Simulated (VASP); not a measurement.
A run of VASP 6.6.1 is set up as follows.

INCAR

```
PREC = Accurate
ENCUT = 520
EDIFF = 1E-6
ISMEAR = 1
SIGMA = 0.15
LREAL = False
LASPH = True
NELM = 100
ALGO = Normal
ISIF = 2
LWAVE = False
LCHARG = False
GGA = PE
NBANDS = 82
```

The input KPOINTS:

```
Automatic mesh
0
Gamma
  3 3 3
```

Contents of POSCAR:

```
Ge3MoRh
1.0
    5.8850400000      0.0069000000      0.0125780000
   -2.9365450000      5.0705740000     -0.0096400000
    0.0117030000     -0.0036000000      5.4822590000
Rh Mo Ge
2 2 6
Direct
    0.3056027613      0.6438437668      0.7733674718
    0.6727287925      0.2902198947      0.2548002816
    0.9930419646      1.0025196247      0.0083147854
   -0.0187598259     -0.0167214265      0.5139796873
    0.2295724522      0.4300462566      0.2545604072
    0.7760009613      0.1913337939      0.7518241874
    0.6027585240      0.8142058623      0.2578082224
    0.8275724346      0.6055249931      0.7562599751
    0.1979774339      0.7942345193      0.2363743232
    0.3978746913      0.1726976958      0.7638282573
```

Potentials or basis: VASP PAW PBE potentials, release 64 (Rh_pv, Mo_sv, Ge_d).

Command:

```sh
$ cat potpaw_PBE.64/Rh_pv/POTCAR potpaw_PBE.64/Mo_sv/POTCAR potpaw_PBE.64/Ge_d/POTCAR > POTCAR
$ mpirun -np 1 vasp_std > vasp.out
```

(1) What does it give for the pressure?

(2) What does it give for the band gap on the k mesh?

(3) Estimate the largest force.

Results:

(1) 17.9 GPa.

(2) zero (band 71 reaches 9.16 eV, above the bottom of band 72 at 9.10 eV).

(3) 4.055 eV/Å.

Caveat: the k points lie up to 0.41 Å⁻¹ apart; forces of over 1 eV/Å act on the atoms, so gaps and moduli don't describe the material at rest.
